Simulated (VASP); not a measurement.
# IrO (P6_3/mmc) in VASP: further runs

IrO is run at these levels: PBE; tasks: single point.

All numbers are computed with VASP 6.6.1; they aren't measurements. Logs are shortened: lines on timing, memory, paths and dates and some standing lists are left out, and cuts for length are marked.

### 1 The cell of the first run

It takes space group P6_3/mmc (No. 194, hexagonal). Conventional cell: a = 3.195 Å, b = 3.195 Å, c = 5.414 Å, α = 90.00°, β = 90.00°, γ = 120.00°. Within 3.0 Å of Ir (site symmetry -3m) lie 6 O at 2.29 Å and 2 Ir at 2.71 Å. Within 3.0 Å of O (site symmetry -6m2) lie 6 Ir at 2.29 Å.

### 2 Single point, PBE

Input file INCAR:

```
PREC = Accurate
ENCUT = 520
EDIFF = 1E-6
ISMEAR = 0
SIGMA = 0.1
LREAL = False
LASPH = True
NELM = 60
ALGO = Normal
ISIF = 2
LWAVE = False
LCHARG = True
GGA = PE
LELF = True
LVHAR = True
NBANDS = 23
```

Input file KPOINTS:

```
regular mesh
0
Gamma
  6 6 4
```

Input file POSCAR:

```
IrO
1.0
    3.1947035168      0.0000000000      0.0000000000
   -1.5973517584      2.7666944031      0.0000000000
    0.0000000000      0.0000000000      5.4137024561
Ir O
2 2
Direct
    0.0000000000      0.0000000000      0.0000000000
    0.0000000000      0.0000000000      0.5000000000
    0.3333333333      0.6666666667      0.2500000000
    0.6666666667      0.3333333333      0.7500000000
```

Potentials or basis: VASP PAW PBE potentials, release 64 (Ir, O).

Run with:

```sh
$ cat potpaw_PBE.64/Ir/POTCAR potpaw_PBE.64/O/POTCAR > POTCAR
$ mpirun -np 1 vasp_std > vasp.out
```

OUTCAR:

```text
PREC = Accurate
   ENCUT = 520
   EDIFF = 1E-6
   ISMEAR = 0
   LREAL = False
   LASPH = True
   NELM = 60
   ISIF = 2
   GGA = PE

 ion  position               nearest neighbor table
   1  0.000  0.000  0.000-   3 2.29   4 2.29   3 2.29   4 2.29   4 2.29   3 2.29   2 2.71   2 2.71

   2  0.000  0.000  0.500-   3 2.29   4 2.29   3 2.29   4 2.29   4 2.29   3 2.29   1 2.71   1 2.71

   3  0.333  0.667  0.250-   1 2.29   2 2.29   1 2.29   2 2.29   1 2.29   2 2.29
   4  0.667  0.333  0.750-   1 2.29   2 2.29   1 2.29   2 2.29   1 2.29   2 2.29

  LATTYP: Found a hexagonal cell.
 ALAT       =     3.1947035168
 C/A-ratio  =     1.6945868146

  Lattice vectors:

 A1 = (   3.1947035168,   0.0000000000,   0.0000000000)
 A2 = (  -1.5973517584,   2.7666944031,   0.0000000000)
 A3 = (   0.0000000000,   0.0000000000,   5.4137024561)

Analysis of symmetry for initial positions (statically):
=====================================================================
 Subroutine PRICEL returns:
 Original cell was already a primitive cell.

 Routine SETGRP: Setting up the symmetry group for a
 hexagonal supercell.

 Subroutine GETGRP returns: Found 24 space group operations
 (whereof 12 operations were pure point group operations)
 out of a pool of 24 trial point group operations.

The static configuration has the point symmetry D_3d.
 The point group associated with its full space group is D_6h.

Analysis of symmetry for dynamics (positions and initial velocities):
=====================================================================
 Subroutine PRICEL returns:
 Original cell was already a primitive cell.

 Routine SETGRP: Setting up the symmetry group for a
 hexagonal supercell.

 Subroutine GETGRP returns: Found 24 space group operations
 (whereof 12 operations were pure point group operations)
 out of a pool of 24 trial point group operations.

The dynamic configuration has the point symmetry D_3d.
 The point group associated with its full space group is D_6h.

 Subroutine INISYM returns: Found 24 space group operations
 (whereof 12 operations are pure point group operations),
 and found     1 'primitive' translations

----------------------------------------------------------------------------------------

                                     Primitive cell

  volume of cell :      47.8505

  direct lattice vectors                    reciprocal lattice vectors
     3.194703517  0.000000000  0.000000000     0.313018092  0.180721080  0.000000000
    -1.597351758  2.766694403  0.000000000     0.000000000  0.361442160  0.000000000
     0.000000000  0.000000000  5.413702456     0.000000000  0.000000000  0.184716469

  length of vectors
     3.194703517  3.194703517  5.413702456     0.361442160  0.361442160  0.184716469

  position of ions in fractional coordinates (direct lattice)
     0.000000000  0.000000000  0.000000000
     0.000000000  0.000000000  0.500000000
     0.333333333  0.666666667  0.250000000
     0.666666667  0.333333333  0.750000000

  ion indices of the primitive-cell ions
   primitive index   ion index
                 1           1
                 2           2
                 3           3
                 4           4

----------------------------------------------------------------------------------------

 KPOINTS: regular mesh

Automatic generation of k-mesh.
 Grid dimensions read from file:
 generate k-points for:    6    6    4

 Generating k-lattice:

  Cartesian coordinates                     Fractional coordinates (reciprocal lattice)
     0.052169682  0.030120180  0.000000000     0.166666667 -0.000000000  0.000000000
     0.000000000  0.060240360  0.000000000     0.000000000  0.166666667  0.000000000
     0.000000000  0.000000000  0.046179117     0.000000000  0.000000000  0.250000000

  Length of vectors
     0.060240360  0.060240360  0.046179117

  Shift w.r.t. Gamma in fractional coordinates (k-lattice)
     0.000000000  0.000000000  0.000000000

 Subroutine IBZKPT returns following result:
 ===========================================

 Found     21 irreducible k-points:

 Following reciprocal coordinates:
            Coordinates               Weight
  0.000000  0.000000  0.000000      1.000000
  0.166667  0.000000  0.000000      6.000000
  0.333333  0.000000  0.000000      6.000000
  0.500000  0.000000  0.000000      3.000000
  0.166667  0.166667  0.000000      6.000000
  0.333333  0.166667  0.000000     12.000000
[... 13 lines left out ...]
  0.333333  0.166667  0.500000     12.000000
  0.333333  0.333333  0.500000      2.000000
   k-points           NKPTS =     21   k-points in BZ     NKDIM =     21   number of bands    NBANDS=     23
   number of dos      NEDOS =    301   number of ions     NIONS =      4
   total plane-waves  NPLWV =  23040
   dimension x,y,z NGX =    24 NGY =   24 NGZ =   40
   dimension x,y,z NGXF=    48 NGYF=   48 NGZF=   80
   ions per type =               2   2
   NGX,Y,Z   is equivalent  to a cutoff of  12.49, 12.49, 12.28 a.u.
   NGXF,Y,Z  is equivalent  to a cutoff of  24.98, 24.98, 24.57 a.u.
 SYSTEM =  unknown system
   PREC   = accura    normal or accurate (medium, high low for compatibility)
   ISTART =      0    job   : 0-new  1-cont  2-samecut
   ICHARG =      2    charge: 1-file 2-atom 10-const
   ISPIN  =      1    spin polarized calculation?
   LNONCOLLINEAR =      F non collinear calculations
   LSORBIT =      F    spin-orbit coupling
   LASPH  =      T    aspherical Exc in radial PAW
   ENCUT  =  520.0 eV  38.22 Ry    6.18 a.u.   5.94  5.94 10.07*2*pi/ulx,y,z
   NELM   =     60;   NELMIN=  2; NELMDL= -5     # of ELM steps
   EDIFF  = 0.1E-05   stopping-criterion for ELM
   LREAL  =      F    real-space projection
   EDIFFG = 0.1E-04   stopping-criterion for IOM
   NSW    =      0    number of steps for IOM
   IBRION =     -1    ionic relax: 0-MD 1-quasi-New 2-CG
   NFREE  =      0    steps in history (QN), initial steepest desc. (CG)
   ISIF   =      2    stress and relaxation
   ISYM   =      2    0-nonsym 1-usesym 2-fastsym
   POTIM  = 0.5000    time-step for ionic-motion
   TEBEG  =    0.0;   TEEND  =   0.0 temperature during run
   PSTRESS=    0.0 pullay stress
   NELECT =      30.0000    total number of electrons
   NUPDOWN=      -1.0000    fix difference up-down
   EMIN   =  10.00;   EMAX   =-10.00  energy-range for DOS
   EFERMI =   0.00;   METHOD = LEGACY
   ISMEAR =     0;   SIGMA  =   0.10  broadening in eV -4-tet -1-fermi 0-gaus
   EFERMI_NEDOS =   21; number of points for ismear=-14 and -15
   IALGO  =     38    algorithm
   IMIX   =      4    mixing-type and parameters
     AMIX     =   0.40;   BMIX     =  1.00
     AMIX_MAG =   1.60;   BMIX_MAG =  1.00
  volume/ion in A,a.u.               =      11.96        80.73
  Fermi-wavevector in a.u.,A,eV,Ry     =   1.401156  2.647801 26.711482  1.963239
  Thomas-Fermi vector in A             =   2.524045
   LORBIT       =      0    0 simple, 1 ext, 2 COOP (PROOUT), +10 PAW based schemes
   GGA     = PE    functional components
   LHFCALC =     F    Hartree Fock is set to
   AEXX    =    0.0000 exact exchange contribution
   IVDW    =     0    specifies the selected vdW correction
   LEPSILON=     F    determine dielectric tensor
   LRPA    =     F    only Hartree local field effects (RPA)
 non-spin polarized calculation
 Gauss-broadening in eV      SIGMA  =   0.10
  energy-cutoff  :      520.00
  volume of cell :       47.85
 maximum number of plane-waves:      1304
 NGX is ok and might be reduce to    24
   NGX = 11   NGY = 11   NGZ = 21

 number of electron      29.9999998 magnetization

 Free energy of the ion-electron system (eV)
  ---------------------------------------------------
  ext. energy  EPLUGINS =         0.00000000
  ---------------------------------------------------
  free energy    TOTEN  =       -24.30923015 eV

  energy without entropy =      -24.28415183  energy(sigma->0) =      -24.29669099

 E-fermi :   7.2231     XC(G=0): -12.6314

 val. band max:        7.1967606870   @ k =   0.3333   0.3333   0.2500
 cond. band min:       7.2232610041   @ k =   0.3333   0.0000   0.2500
 fundamental gap:      0.0265003171
 Fermi energy:         7.2231136097

 k-point     1 :       0.0000    0.0000    0.0000
  band No.  band energies     occupation
      1     -13.3646      2.00000
      2     -12.4215      2.00000
      3      -1.5536      2.00000
      4       0.4099      2.00000
      5       0.4099      2.00000
      6       2.0578      2.00000
[... 15 lines left out ...]
     22      20.1981      0.00000
     23      20.1981      0.00000

 k-point     2 :       0.1667    0.0000    0.0000
  band No.  band energies     occupation
      1     -13.1590      2.00000
      2     -12.4667      2.00000
      3      -1.0371      2.00000
      4       0.4700      2.00000
      5       0.5098      2.00000
      6       0.9256      2.00000
[... 15 lines left out ...]
     22      18.3457      0.00000
     23      20.6888      0.00000

 k-point     3 :       0.3333    0.0000    0.0000
  band No.  band energies     occupation
      1     -12.7743      2.00000
      2     -12.4968      2.00000
      3      -0.9062      2.00000
      4      -0.0903      2.00000
      5       0.3738      2.00000
      6       0.7991      2.00000
[... 15 lines left out ...]
     22      15.5570      0.00000
     23      18.1330      0.00000
[... 417 lines left out ...]
 k-point    20 :       0.3333    0.1667    0.5000
  band No.  band energies     occupation
      1     -12.5369      2.00000
      2     -12.5369      2.00000
      3      -0.3865      2.00000
      4      -0.3865      2.00000
      5       0.5070      2.00000
      6       0.5070      2.00000
[... 15 lines left out ...]
     22      15.1156      0.00000
     23      18.8121      0.00000

 k-point    21 :       0.3333    0.3333    0.5000
  band No.  band energies     occupation
      1     -12.4909      2.00000
      2     -12.4909      2.00000
      3      -0.0841      2.00000
      4      -0.0841      2.00000
      5       0.4562      2.00000
      6       0.4562      2.00000
[... 15 lines left out ...]
     22      15.3903      0.00000
     23      16.5376      0.00000

------------------------ aborting loop because EDIFF is reached ----------------------------------------

  FORCE on cell =-STRESS in cart. coord.  units (eV):
  Direction    XX          YY          ZZ          XY          YZ          ZX
  --------------------------------------------------------------------------------------
  -------------------------------------------------------------------------------------
  Total        0.0533328      0.0533328      0.1470613      0.0000000     -0.0000000      0.0000000
  in kB        1.7857423      1.7857423      4.9240534      0.0000000     -0.0000000      0.0000000
  external PRESSURE =       2.8318460 kB  Pullay stress =       0.0000000 kB

 VOLUME and BASIS-vectors are now :
 -----------------------------------------------------------------------------
  energy-cutoff  :      520.00
  volume of cell :       47.85
      direct lattice vectors                 reciprocal lattice vectors
     3.194703517  0.000000000  0.000000000     0.313018092  0.180721080  0.000000000
    -1.597351758  2.766694403  0.000000000     0.000000000  0.361442160  0.000000000
     0.000000000  0.000000000  5.413702456     0.000000000  0.000000000  0.184716469

 POSITION                                       TOTAL-FORCE (eV/Angst)
 -----------------------------------------------------------------------------------
      0.00000      0.00000      0.00000         0.000000      0.000000      0.000000
      0.00000      0.00000      2.70685         0.000000      0.000000      0.000000
     -0.00000      1.84446      1.35343        -0.000000      0.000000     -0.000000
      1.59735      0.92223      4.06028         0.000000      0.000000      0.000000
 -----------------------------------------------------------------------------------
    total drift:                               -0.000000      0.000000     -0.000000

  FREE ENERGIE OF THE ION-ELECTRON SYSTEM (eV)
  ---------------------------------------------------
  free  energy   TOTEN  =       -24.3092301493 eV

  energy  without entropy=      -24.2841518283  energy(sigma->0) =      -24.29669099
```

Run time: 9.8 s. Hardware: 1 thread of Intel Xeon 6975P-C (Granite Rapids), shared host; peak memory 0.17 GiB.

Results:

| Quantity | Value |
| --- | --- |
| Free energy | -24.3092 eV |
| Pressure | 0.3 GPa |
| Band gap on the k mesh | zero (bands 15 and 16 overlap by 1.20 eV) |

Caveat: the k points lie up to 0.38 Å⁻¹ apart, too coarse for converged energies and pressures of a metal; spin-orbit coupling is left out, which moves the levels of the heavy elements.

### 3 Single point, PBE

This run uses another cell than the first one, of 12.01 Å³/atom.

Input file INCAR:

```
SYSTEM = IrO
PREC     = Accurate       ! precision mode
ENCUT    = 520            ! plane-wave cutoff, eV
EDIFF    = 1E-7           ! SCF threshold, eV
ISMEAR   = 0              ! smearing method
SIGMA    = 0.1            ! smearing width, eV
LREAL    = .FALSE.        ! projectors in reciprocal space
LASPH    = .TRUE.         ! aspherical terms in the spheres
NELM     = 80             ! most SCF steps
ALGO     = Normal         ! electronic algorithm
ISIF     = 2              ! what is computed and relaxed
LWAVE    = .FALSE.        ! write WAVECAR
LCHARG   = .FALSE.        ! write CHGCAR
GGA      = PE             ! functional
NBANDS   = 23             ! bands
```

Input file KPOINTS:

```
Automatic mesh
0
G
  18 18 8
  0 0 0
```

Input file POSCAR:

```
IrO
1.0
    3.2230463980      0.0000000000      0.0000000000
   -1.6115231990      2.7912400582      0.0000000000
    0.0000000000      0.0000000000      5.3388653733
Ir O
2 2
Direct
    0.0000000000      0.0000000000      0.0000000000
    0.0000000000      0.0000000000      0.5000000000
    0.3333333333      0.6666666667      0.2500000000
    0.6666666667      0.3333333333      0.7500000000
```

Potentials or basis: VASP PAW PBE potentials, release 64 (Ir, O).

Run with:

```sh
$ cat potpaw_PBE.64/Ir/POTCAR potpaw_PBE.64/O/POTCAR > POTCAR
$ mpirun -np 1 vasp_std > vasp.out
```

It took 70 s on 1 thread of Intel Xeon 6975P-C (Granite Rapids), shared host; peak memory 0.29 GiB.

It converged, with:

* Free energy: -24.3511 eV
* Pressure: 0.4 GPa
* Band gap on the k mesh: zero (bands 15 and 16 overlap by 1.17 eV)

Stress tensor (GPa, compression positive):
```
0.28 0.00 0.00
0.00 0.28 0.00
0.00 0.00 0.65
```

Levels at points of the mesh, in eV from the Fermi level:
```tsv
k point	band 13	band 14	band 15	band 16	band 17	band 18
(0.00, 0.00, 0.00)	-2.18	-1.76	-0.15	-0.15	1.03	1.71
(0.50, 0.00, 0.00)	-0.83	-0.51	-0.09	0.80	1.73	2.21
(0.00, 0.00, 0.50)	-1.91	-1.91	0.43	0.43	0.43	0.43
(0.50, 0.00, 0.50)	-0.49	-0.49	0.56	0.56	0.69	0.69
```

Caveat: spin-orbit coupling is left out, which moves the levels of the heavy elements.

The gap in the log of VASP goes by the Fermi energy; the results here count the filled bands.